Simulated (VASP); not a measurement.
# Eu (Im-3m) in VASP: notebook

The runs below take Eu through single point, with PBE.

Program: VASP 6.6.1. These are calculated values, not measurements. Logs are shortened: lines on timing, memory, paths and dates and some standing lists are left out, and cuts for length are marked.

**1. The cell of the first run**

It takes space group Im-3m (No. 229, cubic). The conventional cell has a = 4.166 Å, b = 4.166 Å, c = 4.166 Å, α = 90.00°, β = 90.00°, γ = 90.00°. Within 4.7 Å of Eu (site symmetry m-3m) lie 14 Eu at 3.61 to 4.17 Å.

**2. Single point, PBE, collinear spin, ferromagnetic start (36.16 Å³/atom)**

The input, INCAR:

```
SYSTEM = Eu
ALGO = Normal
EDIFF = 1E-7
ENCUT = 520
GGA = PE
ISIF = 2
ISMEAR = -1
ISPIN = 2
LASPH = .True.
LCHARG = .True.
LELF = .True.
LMAXMIX = 6
LORBIT = 11
LREAL = .False.
LVHAR = .True.
LWAVE = .False.
MAGMOM = 7
NBANDS = 18
NELM = 150
PREC = Accurate
SIGMA = 0.05
```

The input, KPOINTS:

```
k-points
0
Gamma
  10 10 10
  0 0 0
```

The input, POSCAR:

```
Eu
1.0
   -2.0830731027      2.0830731027      2.0830731027
    2.0830731027     -2.0830731027      2.0830731027
    2.0830731027      2.0830731027     -2.0830731027
Eu
1
Direct
    0.0000000000      0.0000000000      0.0000000000
```

Potentials or basis: VASP PAW PBE potentials, release 64 (Eu).

Run with:

```sh
> cat potpaw_PBE.64/Eu/POTCAR > POTCAR
> mpirun -np 1 vasp_std > vasp.out
```

OUTCAR:

```text
SYSTEM = Eu
   EDIFF = 1E-7
   ENCUT = 520
   GGA = PE
   ISIF = 2
   ISMEAR = -1
   ISPIN = 2
   LASPH = .True.
   LORBIT = 11
   LREAL = .False.
   NELM = 150
   PREC = Accurate

 ion  position               nearest neighbor table
   1  0.000  0.000  0.000-

  LATTYP: Found a body centered cubic cell.
 ALAT       =     4.1661462054

  Lattice vectors:

 A1 = (  -2.0830731027,   2.0830731027,   2.0830731027)
 A2 = (   2.0830731027,  -2.0830731027,   2.0830731027)
 A3 = (   2.0830731027,   2.0830731027,  -2.0830731027)

Analysis of symmetry for initial positions (statically):
=====================================================================
 Subroutine PRICEL returns:
 Original cell was already a primitive cell.

 Routine SETGRP: Setting up the symmetry group for a
 body centered cubic supercell.

 Subroutine GETGRP returns: Found 48 space group operations
 (whereof 48 operations were pure point group operations)
 out of a pool of 48 trial point group operations.

The static configuration has the point symmetry O_h .

Analysis of symmetry for dynamics (positions and initial velocities):
=====================================================================
 Subroutine PRICEL returns:
 Original cell was already a primitive cell.

 Routine SETGRP: Setting up the symmetry group for a
 body centered cubic supercell.

 Subroutine GETGRP returns: Found 48 space group operations
 (whereof 48 operations were pure point group operations)
 out of a pool of 48 trial point group operations.

The dynamic configuration has the point symmetry O_h .

Analysis of structural, dynamic, and magnetic symmetry:
=====================================================================
 Subroutine PRICEL returns:
 Original cell was already a primitive cell.

 Routine SETGRP: Setting up the symmetry group for a
 body centered cubic supercell.

 Subroutine GETGRP returns: Found 48 space group operations
 (whereof 48 operations were pure point group operations)
 out of a pool of 48 trial point group operations.

The overall configuration has the point symmetry O_h .

 Subroutine INISYM returns: Found 48 space group operations
 (whereof 48 operations are pure point group operations),
 and found     1 'primitive' translations

----------------------------------------------------------------------------------------

                                     Primitive cell

  volume of cell :      36.1554

  direct lattice vectors                    reciprocal lattice vectors
    -2.083073103  2.083073103  2.083073103     0.000000000  0.240029982  0.240029982
     2.083073103 -2.083073103  2.083073103     0.240029982  0.000000000  0.240029982
[... 100 lines left out ...]
   IALGO  =     38    algorithm
   IMIX   =      4    mixing-type and parameters
     AMIX     =   0.40;   BMIX     =  1.00
     AMIX_MAG =   1.60;   BMIX_MAG =  1.00
  volume/ion in A,a.u.               =      36.16       243.99
  Fermi-wavevector in a.u.,A,eV,Ry     =   1.273014  2.405648 22.049132  1.620566
  Thomas-Fermi vector in A             =   2.405861
   LORBIT       =     11    0 simple, 1 ext, 2 COOP (PROOUT), +10 PAW based schemes
   GGA     = PE    functional components
   LHFCALC =     F    Hartree Fock is set to
   AEXX    =    0.0000 exact exchange contribution
   IVDW    =     0    specifies the selected vdW correction
   LEPSILON=     F    determine dielectric tensor
   LRPA    =     F    only Hartree local field effects (RPA)
 spin polarized calculation
  energy-cutoff  :      520.00
  volume of cell :       36.16
 maximum number of plane-waves:       987
   NGX = 13   NGY = 13   NGZ = 13

 number of electron      16.9999996 magnetization       7.2260122

 Free energy of the ion-electron system (eV)
  ---------------------------------------------------
  ext. energy  EPLUGINS =         0.00000000
  ---------------------------------------------------
  free energy    TOTEN  =       -11.40439481 eV

  energy without entropy =      -11.39306443  energy(sigma->0) =      -11.39872962

 E-fermi :   2.7063     XC(G=0):  -9.4612

 val. band max:        2.6800706232   @ k =  -0.4000   0.5000   0.2000
 cond. band min:       2.7077007802   @ k =  -0.4000   0.5000   0.2000
 fundamental gap:      0.0276301570
 Fermi energy:         2.7063355676

 spin component 1

 k-point     1 :       0.0000    0.0000    0.0000
  band No.  band energies     occupation
      1     -38.8411      1.00000
      2     -17.2526      1.00000
      3     -17.2526      1.00000
      4     -17.2526      1.00000
      5      -1.8661      1.00000
      6       2.1280      0.99999
[... 493 lines left out ...]
     17       7.3930      0.00000
     18      12.2278      0.00000

 [... further k-points ...]

 spin component 2

 k-point     1 :       0.0000    0.0000    0.0000
  band No.  band energies     occupation
      1     -35.7435      1.00000
      2     -14.9243      1.00000
      3     -14.9243      1.00000
      4     -14.9243      1.00000
      5      -1.0284      1.00000
      6       5.6939      0.00000
[... 493 lines left out ...]
     17       8.6538      0.00000
     18      13.3880      0.00000

 [... further k-points ...]

------------------------ aborting loop because EDIFF is reached ----------------------------------------

  FORCE on cell =-STRESS in cart. coord.  units (eV):
  Direction    XX          YY          ZZ          XY          YZ          ZX
  --------------------------------------------------------------------------------------
  -------------------------------------------------------------------------------------
  Total        0.5837088      0.5837088      0.5837088      0.0000000      0.0000000     -0.0000000
  in kB       25.8662419     25.8662419     25.8662419      0.0000000      0.0000000     -0.0000000
  external PRESSURE =      25.8662419 kB  Pullay stress =       0.0000000 kB

 VOLUME and BASIS-vectors are now :
 -----------------------------------------------------------------------------
  energy-cutoff  :      520.00
  volume of cell :       36.16
      direct lattice vectors                 reciprocal lattice vectors
    -2.083073103  2.083073103  2.083073103     0.000000000  0.240029982  0.240029982
     2.083073103 -2.083073103  2.083073103     0.240029982  0.000000000  0.240029982
     2.083073103  2.083073103 -2.083073103     0.240029982  0.240029982  0.000000000

 POSITION                                       TOTAL-FORCE (eV/Angst)
 -----------------------------------------------------------------------------------
      0.00000      0.00000      0.00000         0.000000     -0.000000     -0.000000
 -----------------------------------------------------------------------------------
    total drift:                                0.000000      0.000000      0.000000

  FREE ENERGIE OF THE ION-ELECTRON SYSTEM (eV)
  ---------------------------------------------------
  free  energy   TOTEN  =       -11.4043948147 eV

  energy  without entropy=      -11.3930644297  energy(sigma->0) =      -11.39872962

 total charge

# of ion       s       p       d       f       tot
--------------------------------------------------
    1        2.093   5.700   0.371   6.601  14.765

 magnetization (x)

# of ion       s       p       d       f       tot
--------------------------------------------------
    1       -0.001  -0.090   0.143   6.597   6.648
```

OSZICAR:

```text
N       E                     dE             d eps       ncg     rms          rms(c)
DAV:   1     0.980948128774E+02    0.98095E+02   -0.66494E+03  4276   0.430E+03
DAV:   2     0.495188831503E+01   -0.93143E+02   -0.83247E+02  4300   0.283E+02
DAV:   3    -0.757816063801E+01   -0.12530E+02   -0.12290E+02  5192   0.955E+01
DAV:   4    -0.892437054760E+01   -0.13462E+01   -0.13389E+01  6644   0.235E+01
DAV:   5    -0.898387241711E+01   -0.59502E-01   -0.59436E-01  5686   0.559E+00    0.303E+01
DAV:   6    -0.123737179838E+02   -0.33898E+01   -0.28230E+00  4860   0.204E+01    0.208E+01
DAV:   7    -0.114854623233E+02    0.88826E+00   -0.15409E+00  4992   0.239E+01    0.140E+01
DAV:   8    -0.114160136313E+02    0.69449E-01   -0.73429E-01  4790   0.191E+01    0.612E+00
DAV:   9    -0.114239585368E+02   -0.79449E-02   -0.12375E-01  5714   0.713E+00    0.229E+00
DAV:  10    -0.114060532014E+02    0.17905E-01   -0.25579E-02  5664   0.185E+00    0.113E+00
DAV:  11    -0.114049674956E+02    0.10857E-02   -0.32875E-03  5908   0.431E-01    0.771E-01
DAV:  12    -0.114044093395E+02    0.55816E-03   -0.14116E-03  5030   0.742E-01    0.282E-01
DAV:  13    -0.114044053140E+02    0.40255E-05   -0.58356E-04  5836   0.481E-01    0.171E-01
DAV:  14    -0.114044045075E+02    0.80652E-06   -0.40372E-05  6284   0.769E-02    0.117E-01
DAV:  15    -0.114043962297E+02    0.82777E-05   -0.16839E-05  4600   0.908E-02    0.540E-02
DAV:  16    -0.114043947221E+02    0.15076E-05   -0.84590E-06  5758   0.571E-02    0.137E-02
DAV:  17    -0.114043948147E+02   -0.92620E-07   -0.61503E-07  5584   0.747E-03
   1 F= -.11404395E+02 E0= -.11398730E+02  d E =-.113304E-01  mag=     7.2258
```

Run time: 76 s. Hardware: 1 thread of AMD EPYC 9R45 (Zen 5), shared host; peak memory 0.18 GiB.

What came out:

```yaml
Free_energy: -11.4044 eV
Pressure: 2.6 GPa
Net_moment: 7.23 μB per cell
Site_moments: Eu +6.65 μB
Valence_electrons_inside_the_program's_atomic_spheres: Eu 14.77
```

Caveat: spin-orbit coupling is left out, which moves the levels of the heavy elements; semilocal functionals describe open f shells poorly, which spoils levels, moments and volumes.

**3. Single point, PBE, collinear spin, ferromagnetic start (39.09 Å³/atom)**

This run uses another cell than the first one, of 39.09 Å³/atom.

The input, INCAR:

```
SYSTEM = Eu
PREC     = Accurate       ! precision mode
ENCUT    = 520            ! plane-wave cutoff, eV
EDIFF    = 1E-7           ! SCF threshold, eV
ISMEAR   = -1             ! smearing method
SIGMA    = 0.05           ! smearing width, eV
LREAL    = .FALSE.        ! projectors in reciprocal space
LASPH    = .TRUE.         ! aspherical terms in the spheres
NELM     = 150            ! most SCF steps
ALGO     = Normal         ! electronic algorithm
ISIF     = 2              ! what is computed and relaxed
LWAVE    = .FALSE.        ! write WAVECAR
LCHARG   = .FALSE.        ! write CHGCAR
ISPIN    = 2              ! spin polarisation
MAGMOM   = 7              ! initial moments
LORBIT   = 11             ! projections on sites
LMAXMIX  = 6              ! l up to which the mixer works
GGA      = PE             ! functional
NBANDS   = 18             ! bands
```

The input, KPOINTS:

```
regular mesh
0
G
  10 10 10
  0 0 0
```

The input, POSCAR:

```
Eu
1.0
   -2.1379158168      2.1379158168      2.1379158168
    2.1379158168     -2.1379158168      2.1379158168
    2.1379158168      2.1379158168     -2.1379158168
Eu
1
Direct
    0.0000000000      0.0000000000      0.0000000000
```

Potentials or basis: VASP PAW PBE potentials, release 64 (Eu).

Run with:

```sh
> cat potpaw_PBE.64/Eu/POTCAR > POTCAR
> mpirun -np 1 vasp_std > vasp.out
```

Run time: 72 s. Hardware: 1 thread of AMD EPYC 9R45 (Zen 5), shared host; peak memory 0.19 GiB.

Results (log left out):

```yaml
Free_energy: -11.4370 eV
Pressure: 0.9 GPa
Net_moment: 7.25 μB per cell
Site_moments: Eu +6.66 μB
Valence_electrons_inside_the_program's_atomic_spheres: Eu 14.75
```

Levels at points of the mesh, in eV from the Fermi level:
Spin up:
```
           k point  band 8  band 9  band 10  band 11  band 12  band 13  band 14  band 15  band 16  band 17
(0.00, 0.00, 0.00)   -0.55   -0.37    -0.37    -0.37    -0.32     1.86     1.86     1.86     3.73     3.73
(0.50, 0.00, 0.00)   -0.51   -0.39    -0.38    -0.37    -0.35     0.36     1.07     3.66     4.42     6.26
(0.50, 0.50, 0.50)   -0.50   -0.50    -0.50    -0.32    -0.32    -0.32     5.48     5.48     5.48     5.64
```
Spin down:
| k point | band 1 | band 2 | band 3 | band 4 | band 5 | band 6 | band 7 | band 8 | band 9 | band 10 |
| --- | --- | --- | --- | --- | --- | --- | --- | --- | --- | --- |
| (0.00, 0.00, 0.00) | -38.49 | -17.76 | -17.76 | -17.76 | -3.69 | 2.89 | 2.89 | 2.89 | 3.92 | 3.92 |
| (0.50, 0.00, 0.00) | -38.42 | -18.46 | -17.98 | -17.77 | -1.02 | 1.28 | 1.83 | 3.86 | 4.21 | 4.28 |
| (0.50, 0.50, 0.50) | -38.38 | -18.24 | -18.24 | -18.24 | -0.49 | -0.49 | 3.98 | 3.98 | 3.98 | 4.12 |

Caveat: spin-orbit coupling is left out, which moves the levels of the heavy elements; semilocal functionals describe open f shells poorly, which spoils levels, moments and volumes. The state reached can hang on the start; a lower one may exist.

**4. Single point, PBE, collinear spin, ferromagnetic start (39.09 Å³/atom)**

This run uses another cell than the first one, of 39.09 Å³/atom.

The input, INCAR:

```
PREC     = Accurate       # precision mode
ENCUT    = 520            # plane-wave cutoff, eV
EDIFF    = 1E-6           # SCF threshold, eV
ISMEAR   = -1             # smearing method
SIGMA    = 0.05           # smearing width, eV
LREAL    = F              # projectors in reciprocal space
LASPH    = T              # aspherical terms in the spheres
NELM     = 150            # most SCF steps
ALGO     = Normal         # electronic algorithm
ISIF     = 2              # what is computed and relaxed
LWAVE    = F              # write WAVECAR
LCHARG   = T              # write CHGCAR
ISPIN    = 2              # spin polarisation
MAGMOM   = 7              # initial moments
LORBIT   = 11             # projections on sites
LMAXMIX  = 6              # l up to which the mixer works
GGA      = PE             # functional
LELF     = T              # ELF
LVHAR    = T            
NBANDS   = 18             # bands
```

The input, KPOINTS:

```
Automatic mesh
0
Gamma
  10 10 10
```

POSCAR is that of step 3.

Run with:

```sh
> cat potpaw_PBE.64/Eu/POTCAR > POTCAR
> mpirun -np 1 vasp_std > vasp.out
```

Run time: 63 s. Hardware: 1 thread of AMD EPYC 9R45 (Zen 5), shared host; peak memory 0.19 GiB.

Results (log left out):

| Item | Value |
| --- | --- |
| Free energy | -11.4370 eV |
| Pressure | 0.9 GPa |
| Net moment | 7.25 μB per cell |
| Site moments | Eu +6.66 μB |
| Valence electrons inside the program's atomic spheres | Eu 14.75 |

Levels at points of the mesh, in eV from the Fermi level:
Spin up:
```csv
k point,band 8,band 9,band 10,band 11,band 12,band 13,band 14,band 15,band 16,band 17
"(0.00, 0.00, 0.00)",-0.55,-0.37,-0.37,-0.37,-0.32,1.86,1.86,1.86,3.73,3.73
"(0.50, 0.00, 0.00)",-0.51,-0.39,-0.38,-0.37,-0.35,0.36,1.07,3.66,4.41,6.26
"(0.50, 0.50, 0.50)",-0.50,-0.50,-0.50,-0.32,-0.32,-0.32,5.48,5.48,5.48,5.64
```
Spin down:
```tsv
k point	band 2	band 3	band 4	band 5	band 6	band 7	band 8	band 9
(0.00, 0.00, 0.00)	-17.76	-17.76	-17.76	-3.69	2.89	2.89	2.89	3.92
(0.50, 0.00, 0.00)	-18.46	-17.98	-17.77	-1.02	1.28	1.83	3.86	4.21
(0.50, 0.50, 0.50)	-18.24	-18.24	-18.24	-0.49	-0.49	3.98	3.98	3.98
```

Caveat: spin-orbit coupling is left out, which moves the levels of the heavy elements; semilocal functionals describe open f shells poorly, which spoils levels, moments and volumes.

**5. Single point, PBE, collinear spin, ferromagnetic start (42.02 Å³/atom)**

This run uses another cell than the first one, of 42.02 Å³/atom.

The input, INCAR:

```
SYSTEM = Eu
ALGO     = Normal         ! electronic algorithm
EDIFF    = 1E-6           ! SCF threshold, eV
ENCUT    = 520            ! plane-wave cutoff, eV
GGA      = PE             ! functional
ISIF     = 2              ! what is computed and relaxed
ISMEAR   = -1             ! smearing method
ISPIN    = 2              ! spin polarisation
LASPH    = .TRUE.         ! aspherical terms in the spheres
LCHARG   = .FALSE.        ! write CHGCAR
LMAXMIX  = 6              ! l up to which the mixer works
LORBIT   = 11             ! projections on sites
LREAL    = .FALSE.        ! projectors in reciprocal space
LWAVE    = .FALSE.        ! write WAVECAR
MAGMOM   = 7              ! initial moments
NBANDS   = 18             ! bands
NELM     = 150            ! most SCF steps
PREC     = Accurate       ! precision mode
SIGMA    = 0.05           ! smearing width, eV
```

The input, KPOINTS:

```
k-points
0
G
  10 10 10
  0 0 0
```

The input, POSCAR:

```
Eu
1.0
   -2.1900805506      2.1900805506      2.1900805506
    2.1900805506     -2.1900805506      2.1900805506
    2.1900805506      2.1900805506     -2.1900805506
Eu
1
Direct
    0.0000000000      0.0000000000      0.0000000000
```

Run with:

```sh
> cat potpaw_PBE.64/Eu/POTCAR > POTCAR
> mpirun -np 1 vasp_std > vasp.out
```

Wall time 61 s (1 thread of AMD EPYC 9R45 (Zen 5), shared host); peak memory 0.18 GiB.

Results (log left out):

| Quantity | Value |
| --- | --- |
| Free energy | -11.4442 eV |
| Pressure | -0.2 GPa |
| Net moment | 7.30 μB per cell |
| Site moments | Eu +6.68 μB |
| Valence electrons inside the program's atomic spheres | Eu 14.73 |

Levels at points of the mesh, in eV from the Fermi level:
Spin up:
```
           k point  band 9  band 10  band 11  band 12  band 13  band 14  band 15  band 16
(0.00, 0.00, 0.00)   -0.38    -0.38    -0.38    -0.34     1.80     1.80     1.80     3.52
(0.50, 0.00, 0.00)   -0.40    -0.39    -0.38    -0.37     0.40     0.82     3.42     4.14
(0.50, 0.50, 0.50)   -0.50    -0.50    -0.34    -0.34    -0.34     5.02     5.02     5.02
```
Spin down:
```tsv
k point	band 1	band 2	band 3	band 4	band 5	band 6	band 7	band 8	band 9	band 10
(0.00, 0.00, 0.00)	-38.53	-17.88	-17.88	-17.88	-3.62	2.80	2.80	2.80	3.95	3.95
(0.50, 0.00, 0.00)	-38.49	-18.44	-18.06	-17.89	-0.96	1.29	1.58	3.89	4.21	4.27
(0.50, 0.50, 0.50)	-38.45	-18.27	-18.27	-18.27	-0.34	-0.34	3.94	3.94	3.94	4.13
```

Caveat: spin-orbit coupling is left out, which moves the levels of the heavy elements; semilocal functionals describe open f shells poorly, which spoils levels, moments and volumes. The state reached can hang on the start; a lower one may exist.

**6. The runs side by side**

| cell | gap on the mesh (eV) | pressure (GPa) | moment (μB) |
| --- | --- | --- | --- |
| a = 3.608 Å, angles 109.5°, 1 atom | none | 2.6 | 7.23 |
| a = 3.703 Å, angles 109.5°, 1 atom | none | 0.9 | 7.25 |
| a = 3.793 Å, angles 109.5°, 1 atom | none | -0.2 | 7.30 |

Alike in all rows: task single point; level PBE; potentials or basis VASP PAW PBE potentials, release 64 (Eu); spin collinear, ferromagnetic start; k mesh 10 × 10 × 10; cutoff (eV) 520; smearing fermi-dirac 0.05 eV.

Caveats: spin-orbit coupling is left out, which moves the levels of the heavy elements; semilocal functionals describe open f shells poorly, which spoils levels, moments and volumes.

Absolute energies hang on the potentials; compare differences alone.
